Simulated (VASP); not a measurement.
# PbSe (Fm-3m) in VASP: a series of runs

PbSe is run at these levels: PBE, r2SCAN; tasks: relaxation of cell and atoms.

All numbers are computed with VASP 6.6.1; they aren't measurements. Logs are shortened: lines on timing, memory, paths and dates and some standing lists are left out, and cuts for length are marked.

## 1. The cell of the first run

The structure is cubic, space group Fm-3m (No. 225). Conventional cell: a = 5.650 Å, b = 5.650 Å, c = 5.650 Å, α = 90.00°, β = 90.00°, γ = 90.00°. Within 3.7 Å of Pb (site symmetry m-3m) lie 6 Se at 2.83 Å. Se (site symmetry m-3m) has 6 Pb at 2.83 Å within 3.7 Å.

## 2. Relaxation of cell and atoms, PBE

The input, INCAR:

```
SYSTEM = PbSe
ALGO = Normal
EDIFF = 1E-7
EDIFFG = -0.005
ENCUT = 600
GGA = PE
IBRION = 2
ISIF = 3
ISMEAR = -1
LASPH = .TRUE.
LCHARG = .FALSE.
LREAL = .FALSE.
LWAVE = .FALSE.
NELM = 80
NSW = 80
PREC = Accurate
SIGMA = 0.02
```

The input, KPOINTS:

```
k-points
0
G
  8 8 8
  0 0 0
```

The input, POSCAR:

```
PbSe
1.0
    0.0000000000      2.8250140000      2.8250140000
    2.8250140000      0.0000000000      2.8250140000
    2.8250140000      2.8250140000      0.0000000000
Pb Se
1 1
Direct
    0.0000000000      0.0000000000      0.0000000000
    0.5000000000      0.5000000000      0.5000000000
```

Potentials or basis: VASP PAW PBE potentials, release 64 (Pb_d, Se).

The run is started by

```
> cat potpaw_PBE.64/Pb_d/POTCAR potpaw_PBE.64/Se/POTCAR > POTCAR
> mpirun -np 1 vasp_std > vasp.out
```

OUTCAR:

```text
SYSTEM = PbSe
   EDIFF = 1E-7
   EDIFFG = -0.005
   ENCUT = 600
   GGA = PE
   IBRION = 2
   ISIF = 3
   ISMEAR = -1
   LASPH = .TRUE.
   LREAL = .FALSE.
   NELM = 80
   NSW = 80
   PREC = Accurate

 ion  position               nearest neighbor table
   1  0.000  0.000  0.000-   2 2.83   2 2.83   2 2.83   2 2.83   2 2.83   2 2.83
   2  0.500  0.500  0.500-   1 2.83   1 2.83   1 2.83   1 2.83   1 2.83   1 2.83

  LATTYP: Found a face centered cubic cell.
 ALAT       =     5.6500280000

  Lattice vectors:

 A1 = (   0.0000000000,   2.8250140000,   2.8250140000)
 A2 = (   2.8250140000,   0.0000000000,   2.8250140000)
 A3 = (   2.8250140000,   2.8250140000,   0.0000000000)

Analysis of symmetry for initial positions (statically):
=====================================================================
 Subroutine PRICEL returns:
 Original cell was already a primitive cell.

 Routine SETGRP: Setting up the symmetry group for a
 face centered cubic supercell.

 Subroutine GETGRP returns: Found 48 space group operations
 (whereof 48 operations were pure point group operations)
 out of a pool of 48 trial point group operations.

The static configuration has the point symmetry O_h .

Analysis of symmetry for dynamics (positions and initial velocities):
=====================================================================
 Subroutine PRICEL returns:
 Original cell was already a primitive cell.

 Routine SETGRP: Setting up the symmetry group for a
 face centered cubic supercell.

 Subroutine GETGRP returns: Found 48 space group operations
 (whereof 48 operations were pure point group operations)
 out of a pool of 48 trial point group operations.

The dynamic configuration has the point symmetry O_h .

 Subroutine INISYM returns: Found 48 space group operations
 (whereof 48 operations are pure point group operations),
 and found     1 'primitive' translations

----------------------------------------------------------------------------------------

                                     Primitive cell

  volume of cell :      45.0912

  direct lattice vectors                    reciprocal lattice vectors
     0.000000000  2.825014000  2.825014000    -0.176990273  0.176990273  0.176990273
     2.825014000  0.000000000  2.825014000     0.176990273 -0.176990273  0.176990273
     2.825014000  2.825014000  0.000000000     0.176990273  0.176990273 -0.176990273

  length of vectors
     3.995173113  3.995173113  3.995173113     0.306556146  0.306556146  0.306556146

  position of ions in fractional coordinates (direct lattice)
     0.000000000  0.000000000  0.000000000
     0.500000000  0.500000000  0.500000000

  ion indices of the primitive-cell ions
   primitive index   ion index
                 1           1
                 2           2

----------------------------------------------------------------------------------------

 KPOINTS: k-points

Automatic generation of k-mesh.
 Grid dimensions read from file:
 generate k-points for:    8    8    8

 Generating k-lattice:

  Cartesian coordinates                     Fractional coordinates (reciprocal lattice)
    -0.022123784  0.022123784  0.022123784     0.125000000  0.000000000  0.000000000
     0.022123784 -0.022123784  0.022123784     0.000000000  0.125000000  0.000000000
     0.022123784  0.022123784 -0.022123784     0.000000000  0.000000000  0.125000000

  Length of vectors
     0.038319518  0.038319518  0.038319518

  Shift w.r.t. Gamma in fractional coordinates (k-lattice)
     0.000000000  0.000000000  0.000000000

 Subroutine IBZKPT returns following result:
 ===========================================

 Found     29 irreducible k-points:

 Following reciprocal coordinates:
            Coordinates               Weight
  0.000000  0.000000  0.000000      1.000000
  0.125000  0.000000  0.000000      8.000000
  0.250000  0.000000  0.000000      8.000000
  0.375000  0.000000  0.000000      8.000000
  0.500000  0.000000  0.000000      4.000000
  0.125000  0.125000  0.000000      6.000000
[... 16 lines left out ...]
  0.500000  0.250000  0.125000     48.000000
 -0.375000  0.250000  0.125000     24.000000
 [... further k-points ...]
   k-points           NKPTS =     29   k-points in BZ     NKDIM =     29   number of bands    NBANDS=     14
   number of dos      NEDOS =    301   number of ions     NIONS =      2
   total plane-waves  NPLWV =  32768
   dimension x,y,z NGX =    32 NGY =   32 NGZ =   32
   dimension x,y,z NGXF=    64 NGYF=   64 NGZF=   64
   ions per type =               1   1
   NGX,Y,Z   is equivalent  to a cutoff of  13.32, 13.32, 13.32 a.u.
   NGXF,Y,Z  is equivalent  to a cutoff of  26.63, 26.63, 26.63 a.u.
 SYSTEM =  PbSe
   PREC   = accura    normal or accurate (medium, high low for compatibility)
   ISTART =      0    job   : 0-new  1-cont  2-samecut
   ICHARG =      2    charge: 1-file 2-atom 10-const
   ISPIN  =      1    spin polarized calculation?
   LNONCOLLINEAR =      F non collinear calculations
   LSORBIT =      F    spin-orbit coupling
   LASPH  =      T    aspherical Exc in radial PAW
   ENCUT  =  600.0 eV  44.10 Ry    6.64 a.u.   7.98  7.98  7.98*2*pi/ulx,y,z
   NELM   =     80;   NELMIN=  2; NELMDL= -5     # of ELM steps
   EDIFF  = 0.1E-06   stopping-criterion for ELM
   LREAL  =      F    real-space projection
   EDIFFG = -.5E-02   stopping-criterion for IOM
   NSW    =     80    number of steps for IOM
   IBRION =      2    ionic relax: 0-MD 1-quasi-New 2-CG
   NFREE  =      1    steps in history (QN), initial steepest desc. (CG)
   ISIF   =      3    stress and relaxation
   ISYM   =      2    0-nonsym 1-usesym 2-fastsym
   POTIM  = 0.5000    time-step for ionic-motion
   TEBEG  =    0.0;   TEEND  =   0.0 temperature during run
   PSTRESS=    0.0 pullay stress
   NELECT =      20.0000    total number of electrons
   NUPDOWN=      -1.0000    fix difference up-down
   EMIN   =  10.00;   EMAX   =-10.00  energy-range for DOS
   EFERMI =   0.00;   METHOD = LEGACY
   ISMEAR =    -1;   SIGMA  =   0.02  broadening in eV -4-tet -1-fermi 0-gaus
   EFERMI_NEDOS =   21; number of points for ismear=-14 and -15
   IALGO  =     38    algorithm
   IMIX   =      4    mixing-type and parameters
     AMIX     =   0.40;   BMIX     =  1.00
     AMIX_MAG =   1.60;   BMIX_MAG =  1.00
  volume/ion in A,a.u.               =      22.55       152.15
  Fermi-wavevector in a.u.,A,eV,Ry     =   1.248497  2.359318 21.208016  1.558745
  Thomas-Fermi vector in A             =   2.382581
   LORBIT       =      0    0 simple, 1 ext, 2 COOP (PROOUT), +10 PAW based schemes
   GGA     = PE    functional components
   LHFCALC =     F    Hartree Fock is set to
   AEXX    =    0.0000 exact exchange contribution
   IVDW    =     0    specifies the selected vdW correction
   LEPSILON=     F    determine dielectric tensor
   LRPA    =     F    only Hartree local field effects (RPA)
 conjugate gradient relaxation of ions
 non-spin polarized calculation
  energy-cutoff  :      600.00
  volume of cell :       45.09
 maximum number of plane-waves:      1540
   NGX = 15   NGY = 15   NGZ = 15

--------------------------------------- Ionic step        1  -------------------------------------------

 number of electron      19.9999998 magnetization

 Free energy of the ion-electron system (eV)
  ---------------------------------------------------
  ext. energy  EPLUGINS =         0.00000000
  ---------------------------------------------------
  free energy    TOTEN  =        -7.29382273 eV

  energy without entropy =       -7.29382273  energy(sigma->0) =       -7.29382273

 E-fermi :   8.4536     XC(G=0): -10.6941

 val. band max:        8.0194635818   @ k =   0.5000   0.0000   0.0000
 cond. band min:       8.8260904573   @ k =   0.5000   0.0000   0.0000
 fundamental gap:      0.8066268754
 Fermi energy:         8.4535574029

 k-point     1 :       0.0000    0.0000    0.0000
  band No.  band energies     occupation
      1      -9.0354      2.00000
      2      -9.0354      2.00000
      3      -9.0226      2.00000
      4      -9.0226      2.00000
      5      -9.0226      2.00000
      6      -7.5584      2.00000
      7       2.6298      2.00000
      8       5.3294      2.00000
      9       5.3294      2.00000
     10       5.3294      2.00000
     11      13.6637      0.00000
     12      13.6637      0.00000
     13      13.6637      0.00000
     14      14.3459      0.00000

 k-point     2 :       0.1250    0.0000    0.0000
  band No.  band energies     occupation
      1      -9.0448      2.00000
      2      -9.0448      2.00000
      3      -9.0227      2.00000
      4      -9.0120      2.00000
      5      -9.0120      2.00000
      6      -7.3839      2.00000
      7       1.6735      2.00000
      8       5.3969      2.00000
      9       5.3969      2.00000
     10       6.0968      2.00000
[... 508 lines left out ...]
 POSITION                                       TOTAL-FORCE (eV/Angst)
 -----------------------------------------------------------------------------------
      3.11197      0.00000      3.11197         0.000000      0.000000     -0.000000
      3.11197      3.11197      3.11197        -0.000000     -0.000000      0.000000
 -----------------------------------------------------------------------------------
    total drift:                                0.000000     -0.000000     -0.000000

  FREE ENERGIE OF THE ION-ELECTRON SYSTEM (eV)
  ---------------------------------------------------
  free  energy   TOTEN  =        -8.1950809330 eV

  energy  without entropy=       -8.1950808253  energy(sigma->0) =       -8.19508088

--------------------------------------- Ionic step        5  -------------------------------------------

 number of electron      19.9999995 magnetization

 Free energy of the ion-electron system (eV)
  ---------------------------------------------------
  ext. energy  EPLUGINS =         0.00000000
  ---------------------------------------------------
  free energy    TOTEN  =        -8.19517748 eV

  energy without entropy =       -8.19517734  energy(sigma->0) =       -8.19517741

 E-fermi :   4.6962     XC(G=0):  -9.3192

 val. band max:        4.4784772366   @ k =   0.5000   0.0000   0.0000
 cond. band min:       4.9138423168   @ k =   0.5000   0.0000   0.0000
 fundamental gap:      0.4353650802
 Fermi energy:         4.6961622072

 k-point     1 :       0.0000    0.0000    0.0000
  band No.  band energies     occupation
      1     -12.2567      2.00000
      2     -12.2567      2.00000
      3     -12.2567      2.00000
      4     -12.2506      2.00000
      5     -12.2506      2.00000
      6      -8.7031      2.00000
      7      -1.8637      2.00000
      8       2.8386      2.00000
      9       2.8386      2.00000
     10       2.8386      2.00000
     11       9.1198      0.00000
     12       9.1198      0.00000
     13       9.1198      0.00000
     14      11.1258      0.00000

 k-point     2 :       0.1250    0.0000    0.0000
  band No.  band energies     occupation
      1     -12.2561      2.00000
      2     -12.2558      2.00000
      3     -12.2558      2.00000
      4     -12.2503      2.00000
      5     -12.2503      2.00000
      6      -8.5945      2.00000
      7      -2.1971      2.00000
      8       2.8765      2.00000
      9       2.8765      2.00000
     10       3.0654      2.00000
[... 400 lines left out ...]
 POSITION                                       TOTAL-FORCE (eV/Angst)
 -----------------------------------------------------------------------------------
      0.00000      0.00000      0.00000         0.000000     -0.000000      0.000000
      3.10796      3.10796      3.10796        -0.000000      0.000000     -0.000000
 -----------------------------------------------------------------------------------
    total drift:                                0.000000     -0.000000     -0.000000

  FREE ENERGIE OF THE ION-ELECTRON SYSTEM (eV)
  ---------------------------------------------------
  free  energy   TOTEN  =        -8.1951774811 eV

  energy  without entropy=       -8.1951773418  energy(sigma->0) =       -8.19517741

 reached required accuracy - stopping structural energy minimisation
```

Run time: 50 s. Hardware: 1 thread of AMD EPYC 9R45 (Zen 5), shared host; peak memory 0.17 GiB.

What came out:

```
Free energy                            : -8.1952 eV
Relaxed volume                         : 30.02 Å³/atom
Relaxed cell                           : a = 4.395 Å, b = 4.395 Å, c = 4.395 Å, α = 60.00°, β = 60.00°, γ = 60.00°
Space group after relaxing (to 0.05 Å) : Fm-3m (No. 225)
Energy gained by relaxing              : 450.7 meV/atom
Ionic steps                            : 5
Pressure after relaxing                : 0.0 GPa
Band gap on the k mesh                 : 0.44 eV, direct
```

Step by step:
| step | energy change (eV) | largest force (eV/Å) | pressure (GPa) | volume (Å³) |
| --- | --- | --- | --- | --- |
| 1 | 0.0000 | 0.0000 | 25.00 | 45.09 |
| 2 | -0.6481 | 0.0000 | -5.66 | 72.17 |
| 3 | -0.9013 | 0.0000 | 0.10 | 59.95 |
| 4 | -0.9013 | 0.0000 | -0.15 | 60.27 |
| 5 | -0.9014 | 0.0000 | 0.02 | 60.04 |

Final structure:
```xyz
2
Lattice="0.0000 3.1080 3.1080 3.1080 0.0000 3.1080 3.1080 3.1080 0.0000" Properties=species:S:1:pos:R:3 pbc="T T T"
Pb    0.0000    0.0000    0.0000
Se    3.1080    3.1080    3.1080
```

Caveat: the volume moved by over 15 % at a fixed basis, so the end points are rough; spin-orbit coupling is left out, which moves the levels of the heavy elements.

[end of part 1 of 2]
